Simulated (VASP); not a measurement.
Here is a VASP 6.6.1 calculation.

Contents of INCAR:

```
SYSTEM = TiC
  ALGO = Normal
  EDIFF = 1E-6
  ENCUT = 520
  GGA = PE
  ISIF = 2
  ISMEAR = 0
  ISPIN = 2
  LASPH = .TRUE.
  LCHARG = .FALSE.
  LMAXMIX = 4
  LORBIT = 11
  LREAL = .FALSE.
  LWAVE = .FALSE.
  MAGMOM = 1 0
  NBANDS = 19
  NELM = 150
  PREC = Accurate
  SIGMA = 0.1
```

Contents of KPOINTS:

```
k-points
0
G
  6 6 6
  0 0 0
```

File POSCAR:

```
TiC
1.0
    0.0000000000      2.1660045940      2.1660045940
    2.1660045940      0.0000000000      2.1660045940
    2.1660045940      2.1660045940      0.0000000000
Ti C
1 1
Direct
    0.5000000000      0.5000000000      0.5000000000
    0.0000000000      0.0000000000      0.0000000000
```

Potentials or basis: VASP PAW PBE potentials, release 64 (Ti_sv, C).

Launch:

```bash
$ cat potpaw_PBE.64/Ti_sv/POTCAR potpaw_PBE.64/C/POTCAR > POTCAR
$ mpirun -np 1 vasp_std > vasp.out
```

(1) Estimate the net moment.

(2) What does it give for the band gap on the k mesh?

(3) Predict the pressure.

Answers

(1) 0.00 μB per cell.

(2) zero (filled and empty bands overlap).

(3) 0.3 GPa.

Caveat: the k points lie up to 0.42 Å⁻¹ apart.
